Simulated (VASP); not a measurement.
A run of VASP 6.6.1:

The input POSCAR:

```
KRb2WF6
1.0
    0.0000000000      4.4755090000      4.4755090000
    4.4755090000      0.0000000000      4.4755090000
    4.4755090000      4.4755090000      0.0000000000
W K Rb F
1 1 2 6
Direct
    0.0000000000      0.0000000000      0.0000000000
    0.5000000000      0.5000000000      0.5000000000
    0.2500000000      0.2500000000      0.2500000000
    0.7500000000      0.7500000000      0.7500000000
    0.7730000000      0.2270000000      0.2270000000
    0.2270000000      0.7730000000      0.2270000000
    0.2270000000      0.7730000000      0.7730000000
    0.7730000000      0.2270000000      0.7730000000
    0.2270000000      0.2270000000      0.7730000000
    0.7730000000      0.7730000000      0.2270000000
```

Contents of INCAR.step1:

```
ALGO = Normal
EDIFF = 1E-4
ENCUT = 520
GGA = PE
ISMEAR = -1
LASPH = True
LCHARG = False
LREAL = False
LWAVE = True
NBANDS = 52
NELM = 60
PREC = Accurate
SIGMA = 0.1
```

The input INCAR.step2:

```
ALGO = Normal
EDIFF = 1E-6
ENCUT = 520
ISIF = 2
ISMEAR = -1
ISTART = 1
LASPH = True
LCHARG = False
LMIXTAU = True
LREAL = False
LWAVE = False
METAGGA = R2SCAN
NBANDS = 52
NELM = 60
PREC = Accurate
SIGMA = 0.1
```

File KPOINTS:

```
k-points
0
Gamma
  4 4 4
```

Potentials or basis: VASP PAW PBE potentials, release 64 (W_sv, K_sv, Rb_sv, F).

Launch:

```bash
$ cat potpaw_PBE.64/W_sv/POTCAR potpaw_PBE.64/K_sv/POTCAR potpaw_PBE.64/Rb_sv/POTCAR potpaw_PBE.64/F/POTCAR > POTCAR
$ cp INCAR.step1 INCAR
$ mpirun -np 1 vasp_std > vasp.out
$ cp INCAR.step2 INCAR
$ mpirun -np 1 vasp_std > vasp.out
```

Hardware: 1 thread of Intel Xeon 8259CL (shared host).

Estimate the wall time of this run.

It took 7.9 min on 1 thread of Intel Xeon 8259CL (shared host), peak memory 0.4 GiB. Counts: k points 8.
